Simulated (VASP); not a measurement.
# TiO2 (Anatase) (I4_1/amd) in VASP: further runs

The runs below take TiO2 (Anatase) through single point, with PBE.

Program: VASP 6.6.1. These are calculated values, not measurements. Logs are shortened: lines on timing, memory, paths and dates and some standing lists are left out, and cuts for length are marked.

### Step 1. The cell of the first run

The structure is tetragonal, space group I4_1/amd (No. 141). Conventional cell: a = 3.784 Å, b = 3.784 Å, c = 9.515 Å, α = 90.00°, β = 90.00°, γ = 90.00°. Ti (site symmetry -4m2) has 6 O at 1.93 to 1.98 Å within 2.6 Å. O (site symmetry 2mm) has 3 Ti at 1.93 to 1.98 Å and 2 O at 2.47 Å within 2.6 Å.

### Step 2. Single point, PBE

INCAR

```
SYSTEM = TiO2
ALGO = Normal ; EDIFF = 1E-6
ENCUT = 520 ; GGA = PE
ISIF = 2 ; ISMEAR = 0
LASPH = .True. ; LCHARG = .True.
LELF = .True. ; LREAL = .False.
LVHAR = .True. ; LWAVE = .False.
NBANDS = 33 ; NELM = 80
PREC = Accurate ; SIGMA = 0.01
```

KPOINTS

```
k-points
0
Gamma
  3 3 3
  0 0 0
```

POSCAR

```
TiO2
1.0
   -1.8921000000      1.8921000000      4.7573000000
    1.8921000000     -1.8921000000      4.7573000000
    1.8921000000      1.8921000000     -4.7573000000
Ti O
2 4
Direct
    0.0000000000      0.0000000000      0.0000000000
    0.7500000000      0.2500000000      0.5000000000
    0.2081000000      0.2081000000      0.0000000000
    0.9581000000      0.4581000000      0.5000000000
    0.5419000000      0.0419000000      0.5000000000
    0.7919000000      0.7919000000      0.0000000000
```

Potentials or basis: VASP PAW PBE potentials, release 64 (Ti_sv, O).

Command:

```console
> cat potpaw_PBE.64/Ti_sv/POTCAR potpaw_PBE.64/O/POTCAR > POTCAR
> mpirun -np 1 vasp_std > vasp.out
```

OUTCAR:

```text
SYSTEM = TiO2
   EDIFF = 1E-6
   ENCUT = 520
   GGA = PE
   ISIF = 2
   ISMEAR = 0
   LASPH = .True.
   LREAL = .False.
   NELM = 80
   PREC = Accurate

 ion  position               nearest neighbor table
   1  0.000  0.000  0.000-   5 1.93   4 1.93   5 1.93   4 1.93   3 1.98   6 1.98
   2  0.750  0.250  0.500-   6 1.93   3 1.93   6 1.93   3 1.93   4 1.98   5 1.98
   3  0.208  0.208  0.000-   2 1.93   2 1.93   1 1.98
   4  0.958  0.458  0.500-   1 1.93   1 1.93   2 1.98
   5  0.542  0.042  0.500-   1 1.93   1 1.93   2 1.98
   6  0.792  0.792  0.000-   2 1.93   2 1.93   1 1.98

  LATTYP: Found a body centered tetragonal cell.
 ALAT       =     3.7842000000
 C/A-ratio  =     2.5142962846

  Lattice vectors:

 A1 = (  -1.8921000000,   1.8921000000,   4.7573000000)
 A2 = (   1.8921000000,  -1.8921000000,   4.7573000000)
 A3 = (   1.8921000000,   1.8921000000,  -4.7573000000)

Analysis of symmetry for initial positions (statically):
=====================================================================
 Subroutine PRICEL returns:
 Original cell was already a primitive cell.

 Routine SETGRP: Setting up the symmetry group for a
 body centered tetragonal supercell.

 Subroutine GETGRP returns: Found 16 space group operations
 (whereof  8 operations were pure point group operations)
 out of a pool of 16 trial point group operations.

The static configuration has the point symmetry D_2d.
 The point group associated with its full space group is D_4h.

Analysis of symmetry for dynamics (positions and initial velocities):
=====================================================================
 Subroutine PRICEL returns:
 Original cell was already a primitive cell.

 Routine SETGRP: Setting up the symmetry group for a
 body centered tetragonal supercell.

 Subroutine GETGRP returns: Found 16 space group operations
 (whereof  8 operations were pure point group operations)
 out of a pool of 16 trial point group operations.

The dynamic configuration has the point symmetry D_2d.
 The point group associated with its full space group is D_4h.

 Subroutine INISYM returns: Found 16 space group operations
 (whereof  8 operations are pure point group operations),
 and found     1 'primitive' translations

----------------------------------------------------------------------------------------

                                     Primitive cell

  volume of cell :      68.1253
[... 79 lines left out ...]
   LREAL  =      F    real-space projection
   EDIFFG = 0.1E-04   stopping-criterion for IOM
   NSW    =      0    number of steps for IOM
   IBRION =     -1    ionic relax: 0-MD 1-quasi-New 2-CG
   NFREE  =      0    steps in history (QN), initial steepest desc. (CG)
   ISIF   =      2    stress and relaxation
   ISYM   =      2    0-nonsym 1-usesym 2-fastsym
   POTIM  = 0.5000    time-step for ionic-motion
   TEBEG  =    0.0;   TEEND  =   0.0 temperature during run
   PSTRESS=    0.0 pullay stress
   NELECT =      48.0000    total number of electrons
   NUPDOWN=      -1.0000    fix difference up-down
   EMIN   =  10.00;   EMAX   =-10.00  energy-range for DOS
   EFERMI =   0.00;   METHOD = LEGACY
   ISMEAR =     0;   SIGMA  =   0.01  broadening in eV -4-tet -1-fermi 0-gaus
   EFERMI_NEDOS =   21; number of points for ismear=-14 and -15
   IALGO  =     38    algorithm
   IMIX   =      4    mixing-type and parameters
     AMIX     =   0.40;   BMIX     =  1.00
     AMIX_MAG =   1.60;   BMIX_MAG =  1.00
  volume/ion in A,a.u.               =      11.35        76.62
  Fermi-wavevector in a.u.,A,eV,Ry     =   1.456752  2.752862 28.873289  2.122127
  Thomas-Fermi vector in A             =   2.573634
   LORBIT       =      0    0 simple, 1 ext, 2 COOP (PROOUT), +10 PAW based schemes
   GGA     = PE    functional components
   LHFCALC =     F    Hartree Fock is set to
   AEXX    =    0.0000 exact exchange contribution
   IVDW    =     0    specifies the selected vdW correction
   LEPSILON=     F    determine dielectric tensor
   LRPA    =     F    only Hartree local field effects (RPA)
 non-spin polarized calculation
 Gauss-broadening in eV      SIGMA  =   0.01
  energy-cutoff  :      520.00
  volume of cell :       68.13
 maximum number of plane-waves:      1844
 NGX is ok and might be reduce to    42
   NGX = 21   NGY = 21   NGZ = 21

 number of electron      47.9999989 magnetization

 Free energy of the ion-electron system (eV)
  ---------------------------------------------------
  ext. energy  EPLUGINS =         0.00000000
  ---------------------------------------------------
  free energy    TOTEN  =       -53.84146344 eV

  energy without entropy =      -53.84146344  energy(sigma->0) =      -53.84146344

 E-fermi :   3.3462     XC(G=0): -10.7367

 val. band max:        3.2940302584   @ k =  -0.3333   0.3333   0.0000
 cond. band min:       5.5095656794   @ k =   0.0000   0.0000   0.0000
 fundamental gap:      2.2155354210
 Fermi energy:         3.3462244503

 k-point     1 :       0.0000    0.0000    0.0000
  band No.  band energies     occupation
      1     -52.9839      2.00000
      2     -52.9233      2.00000
      3     -29.4484      2.00000
      4     -29.2122      2.00000
      5     -29.2122      2.00000
      6     -29.1402      2.00000
[... 205 lines left out ...]
     32       8.5140      0.00000
     33       8.9281      0.00000

------------------------ aborting loop because EDIFF is reached ----------------------------------------

  FORCE on cell =-STRESS in cart. coord.  units (eV):
  Direction    XX          YY          ZZ          XY          YZ          ZX
  --------------------------------------------------------------------------------------
  -------------------------------------------------------------------------------------
  Total        1.9712577      1.9712577      3.3258572      0.0000000      0.0000000      0.0000000
  in kB       46.3601970     46.3601970     78.2177792      0.0000000      0.0000000      0.0000000
  external PRESSURE =      56.9793911 kB  Pullay stress =       0.0000000 kB

 VOLUME and BASIS-vectors are now :
 -----------------------------------------------------------------------------
  energy-cutoff  :      520.00
  volume of cell :       68.13
      direct lattice vectors                 reciprocal lattice vectors
    -1.892100000  1.892100000  4.757300000     0.000000000  0.264256646  0.105101633
     1.892100000 -1.892100000  4.757300000     0.264256646  0.000000000  0.105101633
     1.892100000  1.892100000 -4.757300000     0.264256646  0.264256646  0.000000000

 POSITION                                       TOTAL-FORCE (eV/Angst)
 -----------------------------------------------------------------------------------
      0.00000      0.00000      0.00000        -0.000000     -0.000000      0.000000
      0.00000      1.89210      2.37865        -0.000000     -0.000000      0.000000
      0.00000      0.00000      1.97999        -0.000000      0.000000      0.202255
      0.00000      1.89210      4.35864         0.000000     -0.000000      0.202255
      0.00000      1.89210      0.39866         0.000000     -0.000000     -0.202255
      0.00000      0.00000      7.53461        -0.000000      0.000000     -0.202255
 -----------------------------------------------------------------------------------
    total drift:                                0.000000      0.000000      0.000000

  FREE ENERGIE OF THE ION-ELECTRON SYSTEM (eV)
  ---------------------------------------------------
  free  energy   TOTEN  =       -53.8414634448 eV

  energy  without entropy=      -53.8414634448  energy(sigma->0) =      -53.84146344
```

OSZICAR:

```text
N       E                     dE             d eps       ncg     rms          rms(c)
DAV:   1     0.653775632607E+03    0.65378E+03   -0.23966E+04   396   0.168E+03
DAV:   2     0.273902333001E+02   -0.62639E+03   -0.57860E+03   432   0.511E+02
DAV:   3    -0.659504023974E+02   -0.93341E+02   -0.91761E+02   533   0.188E+02
DAV:   4    -0.708445529276E+02   -0.48942E+01   -0.48821E+01   606   0.414E+01
DAV:   5    -0.710161276253E+02   -0.17157E+00   -0.17154E+00   495   0.599E+00    0.322E+01
DAV:   6    -0.538759153933E+02    0.17140E+02   -0.78290E+01   538   0.884E+01    0.108E+01
DAV:   7    -0.540375127293E+02   -0.16160E+00   -0.15343E+01   520   0.323E+01    0.948E+00
DAV:   8    -0.539250613865E+02    0.11245E+00   -0.60967E-01   542   0.583E+00    0.712E+00
DAV:   9    -0.539256550681E+02   -0.59368E-03   -0.95479E-01   559   0.114E+01    0.270E+00
DAV:  10    -0.538545629174E+02    0.71092E-01   -0.50653E-01   510   0.709E+00    0.945E-01
DAV:  11    -0.538423661169E+02    0.12197E-01   -0.44080E-02   552   0.162E+00    0.488E-01
DAV:  12    -0.538419871833E+02    0.37893E-03   -0.10082E-02   510   0.105E+00    0.204E-01
DAV:  13    -0.538414844408E+02    0.50274E-03   -0.13745E-03   528   0.387E-01    0.391E-02
DAV:  14    -0.538414787848E+02    0.56560E-05   -0.18839E-04   560   0.110E-01    0.378E-02
DAV:  15    -0.538414625740E+02    0.16211E-04   -0.10443E-04   567   0.770E-02    0.785E-03
DAV:  16    -0.538414634448E+02   -0.87075E-06   -0.96876E-06   552   0.283E-02
   1 F= -.53841463E+02 E0= -.53841463E+02  d E =-.123289E-14
```

stdout:

```text
POSCAR found type information on POSCAR TiO
 POSCAR found :  2 types and       6 ions
 scaLAPACK will be used
 LDA part: xc-table for (Slater+PW92), standard interpolation
 POSCAR, INCAR and KPOINTS ok, starting setup
 FFT: planning ... GRIDC
 FFT: planning ... GRID_SOFT
 FFT: planning ... GRID
 WAVECAR not read
 entering main loop
```

Run time: 38 s. Hardware: 1 thread of Intel Xeon Platinum 8259CL at 2.50GHz (Skylake/Cascade Lake), shared host; peak memory 0.24 GiB.

Results:

```
Free energy            : -53.8415 eV
Pressure               : 5.7 GPa
Largest force          : 0.202 eV/Å
Band gap on the k mesh : 2.22 eV, indirect (least direct gap 2.46 eV)
```

Forces in eV/Å, atoms in the order of the input:
```
Ti   0.000  0.000  0.000
Ti   0.000  0.000  0.000
O    0.000  0.000  0.202
O    0.000  0.000  0.202
O    0.000  0.000 -0.202
O    0.000  0.000 -0.202
```

Levels at points of the mesh, in eV from the valence-band top:
| k point | band 22 | band 23 | band 24 | band 25 | band 26 | band 27 |
| --- | --- | --- | --- | --- | --- | --- |
| (0.00, 0.00, 0.00) | -0.65 | -0.36 | -0.36 | 2.22 | 2.96 | 4.10 |

Caveat: the k points lie up to 0.78 Å⁻¹ apart. A k mesh can miss the band edges.

### Step 3. Single point, PBE

INCAR

```
SYSTEM = TiO2
ALGO     = Normal         ! electronic algorithm
EDIFF    = 1E-6           ! SCF threshold, eV
ENCUT    = 520            ! plane-wave cutoff, eV
GGA      = PE             ! functional
ISIF     = 2              ! what is computed and relaxed
ISMEAR   = 0              ! smearing method
LASPH    = .True.         ! aspherical terms in the spheres
LCHARG   = .False.        ! write CHGCAR
LREAL    = .False.        ! projectors in reciprocal space
LWAVE    = .False.        ! write WAVECAR
NBANDS   = 33             ! bands
NELM     = 100            ! most SCF steps
PREC     = Accurate       ! precision mode
SIGMA    = 0.01           ! smearing width, eV
```

KPOINTS

```
k-points
0
Gamma
  4 4 4
  0 0 0
```

POSCAR is that of step 2.

Potentials or basis: VASP PAW PBE potentials, release 64 (Ti_sv, O).

Command:

```console
> cat potpaw_PBE.64/Ti_sv/POTCAR potpaw_PBE.64/O/POTCAR > POTCAR
> mpirun -np 1 vasp_std > vasp.out
```

Wall time 68 s (1 thread of Intel Xeon Platinum 8259CL at 2.50GHz (Skylake/Cascade Lake), shared host); peak memory 0.25 GiB.

It converged, with:

| Item | Value |
| --- | --- |
| Free energy | -53.8201 eV |
| Pressure | 5.9 GPa |
| Largest force | 0.132 eV/Å |
| Band gap on the k mesh | 2.14 eV, indirect (least direct gap 2.44 eV) |

Forces in eV/Å, atoms in the order of the input:
```
Ti   0.000  0.000  0.000
Ti   0.000  0.000  0.000
O    0.000  0.000  0.132
O    0.000  0.000  0.132
O    0.000  0.000 -0.132
O    0.000  0.000 -0.132
```

Stress tensor (GPa, compression positive):
```
5.43 0.00 0.00
0.00 5.43 0.00
0.00 0.00 6.85
```

Levels at points of the mesh, in eV from the valence-band top:
| k point | band 21 | band 22 | band 23 | band 24 | band 25 | band 26 | band 27 | band 28 |
| --- | --- | --- | --- | --- | --- | --- | --- | --- |
| (0.00, 0.00, 0.00) | -0.72 | -0.72 | -0.43 | -0.43 | 2.14 | 2.88 | 4.02 | 4.02 |
| (0.50, 0.00, 0.00) | -1.93 | -0.91 | -0.80 | -0.60 | 3.27 | 3.58 | 3.59 | 3.69 |
| (0.50, 0.50, 0.00) | -2.02 | -2.02 | 0.00 | 0.00 | 3.37 | 3.37 | 3.85 | 3.85 |
| (0.50, 0.50, 0.50) | -1.22 | -1.22 | -0.08 | -0.08 | 2.50 | 2.50 | 3.80 | 3.80 |

Caveat: the k points lie up to 0.59 Å⁻¹ apart. As with any semilocal functional, this PBE gap is likely too small.

### Step 4. Single point, PBE

INCAR

```
SYSTEM = TiO2
  PREC = Accurate
  ENCUT = 520
  EDIFF = 1E-6
  ISMEAR = 0
  SIGMA = 0.01
  LREAL = .FALSE.
  LASPH = .TRUE.
  NELM = 100
  ALGO = Normal
  ISIF = 2
  LWAVE = .FALSE.
  LCHARG = .FALSE.
  GGA = PE
  NBANDS = 33
```

KPOINTS

```
regular mesh
0
G
  5 5 5
  0 0 0
```

POSCAR is that of step 3.

Command:

```console
> cat potpaw_PBE.64/Ti_sv/POTCAR potpaw_PBE.64/O/POTCAR > POTCAR
> mpirun -np 1 vasp_std > vasp.out
```

Wall time 88 s (1 thread of Intel Xeon Platinum 8259CL at 2.50GHz (Skylake/Cascade Lake), shared host); peak memory 0.26 GiB.

Results (log left out):

- Free energy: -53.8247 eV
- Pressure: 5.9 GPa
- Largest force: 0.121 eV/Å
- Band gap on the k mesh: 2.11 eV, indirect (least direct gap 2.45 eV)

Forces on the atoms (eV/Å):
```
Ti   0.000  0.000  0.000
Ti   0.000  0.000  0.000
O    0.000  0.000  0.121
O    0.000  0.000  0.121
O    0.000  0.000 -0.121
O    0.000  0.000 -0.121
```

Stress tensor (GPa, compression positive):
```
5.43 0.00 0.00
0.00 5.43 0.00
0.00 0.00 6.79
```

Levels at points of the mesh, in eV from the valence-band top:
```
           k point  band 20  band 21  band 22  band 23  band 24  band 25  band 26  band 27  band 28  band 29
(0.00, 0.00, 0.00)    -0.76    -0.75    -0.75    -0.46    -0.46     2.11     2.85     3.99     3.99     4.02
```

Caveat: the k points lie up to 0.47 Å⁻¹ apart.

### Step 5. The runs side by side

| k mesh | gap on the mesh (eV) | pressure (GPa) | largest force (eV/Å) |
| --- | --- | --- | --- |
| 3 × 3 × 3 | 2.22 | 5.7 | 0.20 |
| 4 × 4 × 4 | 2.14 | 5.9 | 0.13 |
| 5 × 5 × 5 | 2.11 | 5.9 | 0.12 |

Alike in all rows: task single point; level PBE; potentials or basis VASP PAW PBE potentials, release 64 (Ti_sv, O); no spin polarisation; cell as given; cutoff (eV) 520; smearing gaussian 0.01 eV.

Caveats: all runs use coarse meshes.

Absolute energies hang on the potentials; compare differences alone.
